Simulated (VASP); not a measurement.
Set up this calculation in VASP 6.6.1, as the native input.

* Task: single point
* Functional: r2SCAN
* Potentials or basis: VASP PAW PBE potentials, release 64 (Cd, S)
* Cutoff: 520 eV
* k mesh: 8 × 8 × 8
* Occupations: gaussian, width 0.05 eV
* Spin: no spin polarisation
* Dipole correction: no
* Further INCAR settings: ALGO = Normal; EDIFF = 1e-07; NBANDS = 16

Crystal: CdS.

```
Cd S
1.0
    -0.04365    2.91000    2.91000
     2.86635    0.00000    2.86635
     2.91000    2.91000   -0.04365
Cd S
1 1
Direct
  0.00000 0.00000 0.00000
  0.75000 0.75000 0.75000
```

This cell differs from its parent crystal: strain -0.0300 x Voigt [0, 0, 0, 0, 1, 0].

The input as run:

POSCAR

```
CdS
1.0
   -0.0436500000      2.9100000000      2.9100000000
    2.8663500000      0.0000000000      2.8663500000
    2.9100000000      2.9100000000     -0.0436500000
Cd S
1 1
Direct
    0.0000000000      0.0000000000      0.0000000000
    0.7500000000      0.7500000000      0.7500000000
```

INCAR.step1

```
SYSTEM = CdS
PREC = Accurate
ENCUT = 520
ISMEAR = 0
SIGMA = 0.05
LREAL = .FALSE.
LASPH = .TRUE.
NELM = 80
NBANDS = 16
GGA = PE
ALGO = Normal
EDIFF = 1E-4
LWAVE = .TRUE.
LCHARG = .FALSE.
```

INCAR.step2

```
SYSTEM = CdS
PREC = Accurate
ENCUT = 520
EDIFF = 1E-7
ISMEAR = 0
SIGMA = 0.05
LREAL = .FALSE.
LASPH = .TRUE.
NELM = 80
ALGO = Normal
ISIF = 2
LWAVE = .FALSE.
LCHARG = .TRUE.
METAGGA = R2SCAN
LMIXTAU = .TRUE.
LELF = .TRUE.
LVHAR = .TRUE.
NBANDS = 16
ISTART = 1
```

KPOINTS

```
Automatic mesh
0
G
  8 8 8
  0 0 0
```

Potentials or basis: VASP PAW PBE potentials, release 64 (Cd, S).

Launch:

```sh
$ cat potpaw_PBE.64/Cd/POTCAR potpaw_PBE.64/S/POTCAR > POTCAR
$ cp INCAR.step1 INCAR
$ mpirun -np 1 vasp_std > vasp.out
$ cp INCAR.step2 INCAR
$ mpirun -np 1 vasp_std > vasp.out
```

Results of the run:

```yaml
Pressure: 2.4 GPa
Largest_force: 0.229 eV/Å
Band_gap_on_the_k_mesh: 1.55 eV
```

Caveat: the cell differs from its parent crystal (strain -0.0300 x Voigt [0, 0, 0, 0, 1, 0]); the PAW data sets were made with another functional, which shifts forces and pressure a little.

It took 6.5 min on 1 thread of Intel Xeon 8259CL, with other jobs on the host, peak memory 0.23 GiB.
